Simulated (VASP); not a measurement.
# Rb (P6_3/mmc) in VASP: further runs

The runs below take Rb through single point, with r2SCAN.

All numbers are computed with VASP 6.6.1; they aren't measurements. Logs are shortened: lines on timing, memory, paths and dates and some standing lists are left out, and cuts for length are marked.

## Step 1: The cell of the first run

Symmetry: P6_3/mmc, No. 194, hexagonal system. The conventional cell has a = 4.967 Å, b = 4.967 Å, c = 8.216 Å, α = 90.00°, β = 90.00°, γ = 120.00°.

## Step 2: Single point, r2SCAN (volume scaled by 0.92)

POSCAR reads:

```
Rb
1.0
    4.9668849089      0.0000000000      0.0000000000
   -2.4834424545      4.3014485088      0.0000000000
    0.0000000000      0.0000000000      8.2163279702
Rb
2
Direct
    0.3333333333      0.6666666667      0.2500000000
    0.6666666667      0.3333333333      0.7500000000
```

INCAR.step1 reads:

```
SYSTEM = Rb
  ALGO = Normal
  EDIFF = 1E-4
  ENCUT = 520
  GGA = PE
  ISMEAR = -1
  LASPH = .TRUE.
  LCHARG = .FALSE.
  LREAL = .FALSE.
  LWAVE = .TRUE.
  NBANDS = 16
  NELM = 60
  PREC = Accurate
  SIGMA = 0.1
```

INCAR.step2 reads:

```
SYSTEM = Rb
  ALGO = Normal
  EDIFF = 1E-7
  ENCUT = 520
  ISIF = 2
  ISMEAR = -1
  ISTART = 1
  LASPH = .TRUE.
  LCHARG = .FALSE.
  LMIXTAU = .TRUE.
  LREAL = .FALSE.
  LWAVE = .FALSE.
  METAGGA = R2SCAN
  NBANDS = 16
  NELM = 60
  PREC = Accurate
  SIGMA = 0.1
```

KPOINTS reads:

```
k-points
0
G
  8 8 5
  0 0 0
```

Potentials or basis: VASP PAW PBE potentials, release 64 (Rb_sv).

On the command line:

```sh
> cat potpaw_PBE.64/Rb_sv/POTCAR > POTCAR
> cp INCAR.step1 INCAR
> mpirun -np 1 vasp_std > vasp.out
> cp INCAR.step2 INCAR
> mpirun -np 1 vasp_std > vasp.out
```

OUTCAR:

```text
SYSTEM = Rb
   EDIFF = 1E-7
   ENCUT = 520
   ISIF = 2
   ISMEAR = -1
   ISTART = 1
   LASPH = .TRUE.
   LREAL = .FALSE.
   METAGGA = R2SCAN
   NELM = 60
   PREC = Accurate

 ion  position               nearest neighbor table
   1  0.333  0.667  0.250-   2 5.01   2 5.01   2 5.01   2 5.01   2 5.01   2 5.01
   2  0.667  0.333  0.750-   1 5.01   1 5.01   1 5.01   1 5.01   1 5.01   1 5.01

  LATTYP: Found a hexagonal cell.
 ALAT       =     4.9668849089
 C/A-ratio  =     1.6542215334

  Lattice vectors:

 A1 = (   4.9668849089,   0.0000000000,   0.0000000000)
 A2 = (  -2.4834424545,   4.3014485088,   0.0000000000)
 A3 = (   0.0000000000,   0.0000000000,   8.2163279702)

Analysis of symmetry for initial positions (statically):
=====================================================================
 Subroutine PRICEL returns:
 Original cell was already a primitive cell.

 Routine SETGRP: Setting up the symmetry group for a
 hexagonal supercell.

 Subroutine GETGRP returns: Found 24 space group operations
 (whereof 12 operations were pure point group operations)
 out of a pool of 24 trial point group operations.

The static configuration has the point symmetry D_3d.
 The point group associated with its full space group is D_6h.

Analysis of symmetry for dynamics (positions and initial velocities):
=====================================================================
 Subroutine PRICEL returns:
 Original cell was already a primitive cell.

 Routine SETGRP: Setting up the symmetry group for a
 hexagonal supercell.

 Subroutine GETGRP returns: Found 24 space group operations
 (whereof 12 operations were pure point group operations)
 out of a pool of 24 trial point group operations.

The dynamic configuration has the point symmetry D_3d.
 The point group associated with its full space group is D_6h.

 Subroutine INISYM returns: Found 24 space group operations
 (whereof 12 operations are pure point group operations),
 and found     1 'primitive' translations

----------------------------------------------------------------------------------------

                                     Primitive cell

  volume of cell :     175.5402

  direct lattice vectors                    reciprocal lattice vectors
     4.966884909  0.000000000  0.000000000     0.201333435  0.116239913  0.000000000
    -2.483442455  4.301448509  0.000000000     0.000000000  0.232479826  0.000000000
     0.000000000  0.000000000  8.216327970     0.000000000  0.000000000  0.121708871

  length of vectors
[... 83 lines left out ...]
   LREAL  =      F    real-space projection
   EDIFFG = 0.1E-05   stopping-criterion for IOM
   NSW    =      0    number of steps for IOM
   IBRION =     -1    ionic relax: 0-MD 1-quasi-New 2-CG
   NFREE  =      0    steps in history (QN), initial steepest desc. (CG)
   ISIF   =      2    stress and relaxation
   ISYM   =      2    0-nonsym 1-usesym 2-fastsym
   POTIM  = 0.5000    time-step for ionic-motion
   TEBEG  =    0.0;   TEEND  =   0.0 temperature during run
   PSTRESS=    0.0 pullay stress
   NELECT =      18.0000    total number of electrons
   NUPDOWN=      -1.0000    fix difference up-down
   EMIN   =  10.00;   EMAX   =-10.00  energy-range for DOS
   EFERMI =   0.00;   METHOD = LEGACY
   ISMEAR =    -1;   SIGMA  =   0.10  broadening in eV -4-tet -1-fermi 0-gaus
   EFERMI_NEDOS =   21; number of points for ismear=-14 and -15
   IALGO  =     38    algorithm
   IMIX   =      4    mixing-type and parameters
     AMIX     =   0.40;   BMIX     =  1.00
     AMIX_MAG =   1.60;   BMIX_MAG =  1.00
  volume/ion in A,a.u.               =      87.77       592.30
  Fermi-wavevector in a.u.,A,eV,Ry     =   0.766255  1.448012  7.988622  0.587147
  Thomas-Fermi vector in A             =   1.866554
   LORBIT       =      0    0 simple, 1 ext, 2 COOP (PROOUT), +10 PAW based schemes
   METAGGA = R2SCAN    functional components
   LHFCALC =     F    Hartree Fock is set to
   AEXX    =    0.0000 exact exchange contribution
   IVDW    =     0    specifies the selected vdW correction
   LEPSILON=     F    determine dielectric tensor
   LRPA    =     F    only Hartree local field effects (RPA)
 non-spin polarized calculation
  energy-cutoff  :      520.00
  volume of cell :      175.54
 maximum number of plane-waves:      4746
 NGX is ok and might be reduce to    40
   NGX = 19   NGY = 19   NGZ = 31

 number of electron      18.0000000 magnetization

 Free energy of the ion-electron system (eV)
  ---------------------------------------------------
  ext. energy  EPLUGINS =         0.00000000
  ---------------------------------------------------
  free energy    TOTEN  =       -27.84896151 eV

  energy without entropy =      -27.79050807  energy(sigma->0) =      -27.81973479

 E-fermi :   0.1466     XC(G=0):  -5.8190

 val. band max:        0.1405972187   @ k =   0.1250   0.1250   0.2000
 cond. band min:       0.2113476665   @ k =   0.2500   0.2500   0.4000
 fundamental gap:      0.0707504477
 Fermi energy:         0.1465953628

 k-point     1 :       0.0000    0.0000    0.0000
  band No.  band energies     occupation
      1     -29.9000      2.00000
      2     -29.8953      2.00000
      3     -13.4937      2.00000
      4     -13.4000      2.00000
      5     -13.4000      2.00000
      6     -13.3864      2.00000
[... 433 lines left out ...]
      3     -13.4842      2.00000
      4     -13.4776      2.00000
      5     -13.4230      2.00000
      6     -13.4142      2.00000
[... 8 lines left out ...]
     15       4.3139      0.00000
     16       4.5757      0.00000

 [... further k-points ...]

------------------------ aborting loop because EDIFF is reached ----------------------------------------

  FORCE on cell =-STRESS in cart. coord.  units (eV):
  Direction    XX          YY          ZZ          XY          YZ          ZX
  --------------------------------------------------------------------------------------
  -------------------------------------------------------------------------------------
  Total        0.3260094      0.3260094      0.2426874     -0.0000000      0.0000000     -0.0000000
  in kB        2.9755284      2.9755284      2.2150380     -0.0000000      0.0000000     -0.0000000
  external PRESSURE =       2.7220316 kB  Pullay stress =       0.0000000 kB

 VOLUME and BASIS-vectors are now :
 -----------------------------------------------------------------------------
  energy-cutoff  :      520.00
  volume of cell :      175.54
      direct lattice vectors                 reciprocal lattice vectors
     4.966884909  0.000000000  0.000000000     0.201333435  0.116239913  0.000000000
    -2.483442455  4.301448509  0.000000000     0.000000000  0.232479826  0.000000000
     0.000000000  0.000000000  8.216327970     0.000000000  0.000000000  0.121708871

 POSITION                                       TOTAL-FORCE (eV/Angst)
 -----------------------------------------------------------------------------------
     -0.00000      2.86763      2.05408         0.000000     -0.000000      0.000000
      2.48344      1.43382      6.16225        -0.000000      0.000000      0.000000
 -----------------------------------------------------------------------------------
    total drift:                               -0.000000      0.000000     -0.000000

  FREE ENERGIE OF THE ION-ELECTRON SYSTEM (eV)
  ---------------------------------------------------
  free  energy   TOTEN  =       -27.8489615071 eV

  energy  without entropy=      -27.7905080657  energy(sigma->0) =      -27.81973479
```

OSZICAR.step1:

```text
N       E                     dE             d eps       ncg     rms          rms(c)
DAV:   1     0.115979478175E+03    0.11598E+03   -0.69118E+03   960   0.854E+02
DAV:   2     0.104879571147E+02   -0.10549E+03   -0.10218E+03  1264   0.183E+02
DAV:   3    -0.732575986491E+00   -0.11221E+02   -0.11136E+02  1304   0.584E+01
DAV:   4    -0.188939417535E+01   -0.11568E+01   -0.11564E+01  1680   0.128E+01
DAV:   5    -0.189622907407E+01   -0.68349E-02   -0.68348E-02  1336   0.122E+00    0.182E+00
DAV:   6    -0.189701559717E+01   -0.78652E-03   -0.51408E-03  1392   0.361E-01    0.110E+00
DAV:   7    -0.189855674353E+01   -0.15411E-02   -0.54948E-03  1240   0.403E-01    0.678E-02
DAV:   8    -0.189874968584E+01   -0.19294E-03   -0.29648E-04  1216   0.102E-01    0.254E-02
DAV:   9    -0.189878469184E+01   -0.35006E-04   -0.38605E-05   808   0.444E-02
   1 F= -.18987847E+01 E0= -.18673986E+01  d E =-.627722E-01
```

Run time: 3.6 min. Hardware: 1 thread of Intel Xeon Platinum 8488C (Sapphire Rapids), shared host; peak memory 0.37 GiB.

What came out:

* Free energy: -27.8490 eV
* Pressure: 0.3 GPa
* Band gap on the k mesh: zero (band 9 reaches 0.95 eV, above the bottom of band 10 at -0.97 eV)

Levels at points of the mesh, in eV from the Fermi level:
```
           k point  band 6  band 7  band 8  band 9  band 10  band 11  band 12  band 13
(0.00, 0.00, 0.00)  -13.53  -13.53  -13.53   -2.14     0.23     0.56     3.92     3.92
(0.50, 0.00, 0.00)  -13.57  -13.56  -13.55    0.14     0.29     1.34     1.70     2.22
```

Caveat: the cell differs from its parent crystal (volume scaled by 0.92); the PAW data sets were made with another functional, which shifts forces and pressure a little.

## Step 3: Single point, r2SCAN (volume scaled by 0.96)

POSCAR reads:

```
Rb
1.0
    5.0378499954      0.0000000000      0.0000000000
   -2.5189249977      4.3629060764      0.0000000000
    0.0000000000      0.0000000000      8.3337199443
Rb
2
Direct
    0.3333333333      0.6666666667      0.2500000000
    0.6666666667      0.3333333333      0.7500000000
```

INCAR.step1 reads:

```
PREC     = Accurate       # precision mode
ENCUT    = 520            # plane-wave cutoff, eV
ISMEAR   = -1             # smearing method
SIGMA    = 0.1            # smearing width, eV
LREAL    = F              # projectors in reciprocal space
LASPH    = T              # aspherical terms in the spheres
NELM     = 60             # most SCF steps
NBANDS   = 16             # bands
GGA      = PE             # functional
ALGO     = Normal         # electronic algorithm
EDIFF    = 1E-4           # SCF threshold, eV
LWAVE    = T              # write WAVECAR
LCHARG   = F              # write CHGCAR
```

INCAR.step2 reads:

```
PREC     = Accurate       # precision mode
ENCUT    = 520            # plane-wave cutoff, eV
EDIFF    = 1E-6           # SCF threshold, eV
ISMEAR   = -1             # smearing method
SIGMA    = 0.1            # smearing width, eV
LREAL    = F              # projectors in reciprocal space
LASPH    = T              # aspherical terms in the spheres
NELM     = 60             # most SCF steps
ALGO     = Normal         # electronic algorithm
ISIF     = 2              # what is computed and relaxed
LWAVE    = F              # write WAVECAR
LCHARG   = F              # write CHGCAR
METAGGA  = R2SCAN         # meta-GGA
LMIXTAU  = T            
NBANDS   = 16             # bands
ISTART   = 1
```

KPOINTS reads:

```
Automatic mesh
0
Gamma
  8 8 5
```

Potentials or basis: VASP PAW PBE potentials, release 64 (Rb_sv).

On the command line:

```sh
> cat potpaw_PBE.64/Rb_sv/POTCAR > POTCAR
> cp INCAR.step1 INCAR
> mpirun -np 1 vasp_std > vasp.out
> cp INCAR.step2 INCAR
> mpirun -np 1 vasp_std > vasp.out
```

Wall time 3.2 min (1 thread of Intel Xeon Platinum 8488C (Sapphire Rapids), shared host); peak memory 0.37 GiB.

Results (log left out):

* Free energy: -27.8585 eV
* Pressure: 0.1 GPa
* Band gap on the k mesh: zero (band 9 reaches 0.85 eV, above the bottom of band 10 at -1.05 eV)

Levels at points of the mesh, in eV from the Fermi level:
```
           k point  band 5  band 6  band 7  band 8  band 9  band 10  band 11  band 12  band 13  band 14
(0.00, 0.00, 0.00)  -13.57  -13.56  -13.56  -13.56   -2.08     0.23     0.54     3.88     3.88     3.89
(0.50, 0.00, 0.00)  -13.61  -13.59  -13.58  -13.57    0.14     0.28     1.36     1.71     2.18     2.66
```

Caveat: the cell differs from its parent crystal (volume scaled by 0.96); the PAW data sets were made with another functional, which shifts forces and pressure a little.

## Step 4: Single point, r2SCAN

This run uses another cell than the first one, of 95.40 Å³/atom, 1.087 times its volume.

POSCAR reads:

```
Rb
1.0
    5.1068702159      0.0000000000      0.0000000000
   -2.5534351079      4.4226793408      0.0000000000
    0.0000000000      0.0000000000      8.4478946793
Rb
2
Direct
    0.3333333333      0.6666666667      0.2500000000
    0.6666666667      0.3333333333      0.7500000000
```

INCAR.step1 reads:

```
  ALGO = Normal
  EDIFF = 1E-4
  ENCUT = 520
  GGA = PE
  ISMEAR = -1
  LASPH = True
  LCHARG = False
  LREAL = False
  LWAVE = True
  NBANDS = 16
  NELM = 80
  PREC = Accurate
  SIGMA = 0.1
```

INCAR.step2 reads:

```
  ALGO = Normal
  EDIFF = 1E-6
  ENCUT = 520
  ISIF = 2
  ISMEAR = -1
  ISTART = 1
  LASPH = True
  LCHARG = False
  LMIXTAU = True
  LREAL = False
  LWAVE = False
  METAGGA = R2SCAN
  NBANDS = 16
  NELM = 80
  PREC = Accurate
  SIGMA = 0.1
```

KPOINTS reads:

```
k-points
0
Gamma
  8 8 5
```

On the command line:

```sh
> cat potpaw_PBE.64/Rb_sv/POTCAR > POTCAR
> cp INCAR.step1 INCAR
> mpirun -np 1 vasp_std > vasp.out
> cp INCAR.step2 INCAR
> mpirun -np 1 vasp_std > vasp.out
```

It took 3.6 min on 1 thread of Intel Xeon Platinum 8488C (Sapphire Rapids), shared host; peak memory 0.37 GiB.

Results (log left out):

```yaml
Free_energy: -27.8619 eV
Pressure: 0.0 GPa
Band_gap_on_the_k_mesh: zero (band 9 reaches 0.75 eV, above the bottom of band 10 at -1.12 eV)
```

Levels at points of the mesh, in eV from the Fermi level:
| k point | band 7 | band 8 | band 9 | band 10 | band 11 | band 12 |
| --- | --- | --- | --- | --- | --- | --- |
| (0.00, 0.00, 0.00) | -13.58 | -13.58 | -2.03 | 0.24 | 0.52 | 3.85 |
| (0.50, 0.00, 0.00) | -13.60 | -13.59 | 0.14 | 0.27 | 1.38 | 1.72 |

Caveat: the PAW data sets were made with another functional, which shifts forces and pressure a little.

## Step 5: Single point, r2SCAN (volume scaled by 1.04)

POSCAR reads:

```
Rb
1.0
    5.1740735833      0.0000000000      0.0000000000
   -2.5870367916      4.4808791642      0.0000000000
    0.0000000000      0.0000000000      8.5590639368
Rb
2
Direct
    0.3333333333      0.6666666667      0.2500000000
    0.6666666667      0.3333333333      0.7500000000
```

INCAR.step1 reads:

```
SYSTEM = Rb
  PREC = Accurate
  ENCUT = 520
  ISMEAR = -1
  SIGMA = 0.1
  LREAL = .False.
  LASPH = .True.
  NELM = 100
  NBANDS = 16
  GGA = PE
  ALGO = Normal
  EDIFF = 1E-4
  LWAVE = .True.
  LCHARG = .False.
```

INCAR.step2 reads:

```
SYSTEM = Rb
  PREC = Accurate
  ENCUT = 520
  EDIFF = 1E-6
  ISMEAR = -1
  SIGMA = 0.1
  LREAL = .False.
  LASPH = .True.
  NELM = 100
  ALGO = Normal
  ISIF = 2
  LWAVE = .False.
  LCHARG = .False.
  METAGGA = R2SCAN
  LMIXTAU = .True.
  NBANDS = 16
  ISTART = 1
```

KPOINTS reads:

```
Automatic mesh
0
Gamma
  8 8 5
  0 0 0
```

Potentials or basis: VASP PAW PBE potentials, release 64 (Rb_sv).

On the command line:

```sh
> cat potpaw_PBE.64/Rb_sv/POTCAR > POTCAR
> cp INCAR.step1 INCAR
> mpirun -np 1 vasp_std > vasp.out
> cp INCAR.step2 INCAR
> mpirun -np 1 vasp_std > vasp.out
```

OUTCAR:

```text
SYSTEM = Rb
   PREC = Accurate
   ENCUT = 520
   EDIFF = 1E-6
   ISMEAR = -1
   LREAL = .False.
   LASPH = .True.
   NELM = 100
   ISIF = 2
   METAGGA = R2SCAN
   ISTART = 1

 ion  position               nearest neighbor table
   1  0.333  0.667  0.250-   2 5.22   2 5.22   2 5.22   2 5.22   2 5.22   2 5.22
   2  0.667  0.333  0.750-   1 5.22   1 5.22   1 5.22   1 5.22   1 5.22   1 5.22

  LATTYP: Found a hexagonal cell.
 ALAT       =     5.1740735833
 C/A-ratio  =     1.6542215334

  Lattice vectors:

 A1 = (   5.1740735833,   0.0000000000,   0.0000000000)
 A2 = (  -2.5870367916,   4.4808791642,   0.0000000000)
 A3 = (   0.0000000000,   0.0000000000,   8.5590639368)

Analysis of symmetry for initial positions (statically):
=====================================================================
 Subroutine PRICEL returns:
 Original cell was already a primitive cell.

 Routine SETGRP: Setting up the symmetry group for a
 hexagonal supercell.

 Subroutine GETGRP returns: Found 24 space group operations
 (whereof 12 operations were pure point group operations)
 out of a pool of 24 trial point group operations.

The static configuration has the point symmetry D_3d.
[... 162 lines left out ...]

 E-fermi :  -0.1273     XC(G=0):  -5.5153

 val. band max:       -0.1379575163   @ k =   0.1250   0.1250   0.2000
 cond. band min:      -0.0681339715   @ k =   0.2500   0.2500   0.4000
 fundamental gap:      0.0698235448
 Fermi energy:        -0.1272695141

 k-point     1 :       0.0000    0.0000    0.0000
  band No.  band energies     occupation
      1     -30.2390      2.00000
      2     -30.2364      2.00000
      3     -13.8052      2.00000
      4     -13.7448      2.00000
      5     -13.7448      2.00000
      6     -13.7357      2.00000
[... 433 lines left out ...]
      3     -13.7995      2.00000
      4     -13.7952      2.00000
      5     -13.7596      2.00000
      6     -13.7542      2.00000
[... 8 lines left out ...]
     15       3.8864      0.00000
     16       4.0817      0.00000

 [... further k-points ...]

------------------------ aborting loop because EDIFF is reached ----------------------------------------

  FORCE on cell =-STRESS in cart. coord.  units (eV):
  Direction    XX          YY          ZZ          XY          YZ          ZX
  --------------------------------------------------------------------------------------
  -------------------------------------------------------------------------------------
  Total       -0.0725532     -0.0725532     -0.1516065     -0.0000000      0.0000000      0.0000000
  in kB       -0.5857940     -0.5857940     -1.2240704     -0.0000000      0.0000000      0.0000000
  external PRESSURE =      -0.7985528 kB  Pullay stress =       0.0000000 kB

 VOLUME and BASIS-vectors are now :
 -----------------------------------------------------------------------------
  energy-cutoff  :      520.00
  volume of cell :      198.44
      direct lattice vectors                 reciprocal lattice vectors
     5.174073583  0.000000000  0.000000000     0.193271314  0.111585245  0.000000000
    -2.587036792  4.480879164  0.000000000     0.000000000  0.223170490  0.000000000
     0.000000000  0.000000000  8.559063937     0.000000000  0.000000000  0.116835206

 POSITION                                       TOTAL-FORCE (eV/Angst)
 -----------------------------------------------------------------------------------
     -0.00000      2.98725      2.13977         0.000000      0.000000      0.000000
      2.58704      1.49363      6.41930        -0.000000     -0.000000      0.000000
 -----------------------------------------------------------------------------------
    total drift:                                0.000000     -0.000000      0.000000

  FREE ENERGIE OF THE ION-ELECTRON SYSTEM (eV)
  ---------------------------------------------------
  free  energy   TOTEN  =       -27.8602338446 eV

  energy  without entropy=      -27.8000547148  energy(sigma->0) =      -27.83014428
```

OSZICAR.step1:

```text
N       E                     dE             d eps       ncg     rms          rms(c)
DAV:   1     0.115739573446E+03    0.11574E+03   -0.67108E+03   960   0.838E+02
DAV:   2     0.111350789619E+02   -0.10460E+03   -0.10102E+03  1248   0.179E+02
DAV:   3    -0.515192849026E+00   -0.11650E+02   -0.11611E+02  1344   0.581E+01
DAV:   4    -0.188088254666E+01   -0.13657E+01   -0.13654E+01  1712   0.137E+01
DAV:   5    -0.188890571649E+01   -0.80232E-02   -0.80230E-02  1336   0.120E+00    0.154E+00
DAV:   6    -0.189072605021E+01   -0.18203E-02   -0.41338E-03  1440   0.348E-01    0.921E-01
DAV:   7    -0.189283802417E+01   -0.21120E-02   -0.49574E-03  1224   0.389E-01    0.614E-02
DAV:   8    -0.189308080550E+01   -0.24278E-03   -0.24056E-04  1168   0.934E-02    0.241E-02
DAV:   9    -0.189312017707E+01   -0.39372E-04   -0.43887E-05   832   0.506E-02
   1 F= -.18931202E+01 E0= -.18607155E+01  d E =-.648094E-01
```

Run time: 3.7 min. Hardware: 1 thread of Intel Xeon Platinum 8488C (Sapphire Rapids), shared host; peak memory 0.37 GiB.

Results:

| Item | Value |
| --- | --- |
| Free energy | -27.8602 eV |
| Pressure | -0.1 GPa |
| Band gap on the k mesh | zero (band 9 reaches 0.66 eV, above the bottom of band 10 at -1.18 eV) |

Caveat: the cell differs from its parent crystal (volume scaled by 1.04); the PAW data sets were made with another functional, which shifts forces and pressure a little.

(Continued in part 2 of 2.)
